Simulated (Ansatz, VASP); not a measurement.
This is a calculation of Pd for Ansatz 0.2.0.

input.yaml

```yaml
crystal:
  lattice:
    - [2.7268396102, 0.0, 0.0]
    - [-1.3634198051, 2.3615123745, 0.0]
    - [0.0, 0.0, 4.5343992815]
  atoms:
    - { symbol: Pd, position: [0.3333333333, 0.6666666667, 0.25] }
    - { symbol: Pd, position: [0.6666666667, 0.3333333333, 0.75] }
kpoints:
  mp_grid: { grid: [11, 11, 6] }
scf:
  occupations: { method: fermi_dirac, width: 0.05 }
hamiltonian:
  xc: pbesol
  pseudopotentials: { kind: all_electron, lapw: { basis_error: 0.0005 } }
output:
  forces: true
  stress: true
  eigenvalues: true
```

Potentials or basis: all-electron LAPW, scalar-relativistic.

Launch:

```console
$ ansatz run input.yaml --threads 1 --pin off --max-ram 3072MiB --backend cpu --events-out ev --progress --plain --runs-dir out
```

Q: Set up the same calculation for VASP 6.6.1. Potentials there: VASP PAW PBE potentials, release 64 (Pd).

A: As run (the cutoff follows the program's own potentials):

INCAR

```
SYSTEM = Pd
ALGO = Normal
EDIFF = 1E-6
ENCUT = 520
GGA = PS
ISIF = 2
ISMEAR = -1
LASPH = .True.
LCHARG = .False.
LREAL = .False.
LWAVE = .False.
NBANDS = 17
NELM = 100
PREC = Accurate
SIGMA = 0.05
```

KPOINTS

```
k-points
0
Gamma
  11 11 6
  0 0 0
```

The input POSCAR:

```
Pd
1.0
    2.7268396102      0.0000000000      0.0000000000
   -1.3634198051      2.3615123745      0.0000000000
    0.0000000000      0.0000000000      4.5343992815
Pd
2
Direct
    0.3333333333      0.6666666667      0.2500000000
    0.6666666667      0.3333333333      0.7500000000
```

Potentials or basis: VASP PAW PBE potentials, release 64 (Pd).

The run is started by

```bash
$ cat potpaw_PBE.64/Pd/POTCAR > POTCAR
$ mpirun -np 1 vasp_std > vasp.out
```

Both were run:

|  | VASP | Ansatz | Ansatz less VASP |
| --- | --- | --- | --- |
| gap on the k mesh at the Fermi level (eV) | none | none | - |
| pressure (GPa) | -0.1 | 0.2 | +0.29 |
| traceless stress, the component that is largest in VASP (GPa) | 0.21 | 0.29 | +0.078 |

VASP's potentials were made for PBE, not for PBEsol. A gap of «none» marks a metal or a gap that the smearing closes. Ansatz ran all-electron here, and VASP with PAW potentials.
